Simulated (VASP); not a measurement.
The system is InSb.

```
In Sb
1.0
     0.00000    3.27951    3.27951
     3.27951    0.00000    3.27951
     3.27951    3.27951    0.00000
In Sb
1 1
Direct
  0.00000 0.00000 0.00000
  0.25000 0.25000 0.25000
```

Base run:

- Program: VASP 6.6.1
- Functional: PBE-based global hybrid with 50 % exact exchange
- Potentials or basis: VASP PAW PBE potentials, release 64 (In_d, Sb)
- Cutoff: 520 eV
- k mesh: 4 × 4 × 4
- Occupations: fermi-dirac, width 0.02 eV
- Spin: no spin polarisation

Its results: band gap on the k mesh 2.76 eV; pressure -3.8 GPa.

**Question.** The run is repeated on the same cell with these changes: functional from PBE-based global hybrid with 50 % exact exchange to PBE. What comes out?

**Answer.** Band gap on the k mesh zero (filled and empty bands touch); pressure 1.8 GPa.

Caveats: some runs use coarse meshes; spin-orbit coupling is left out, which moves the levels of the heavy elements; the cell stands under tension (at least some runs); the PAW data sets were made with another functional, which shifts forces and pressure a little (at least some runs); semilocal functionals underestimate gaps, so a narrow gap can read as zero (at least some runs).

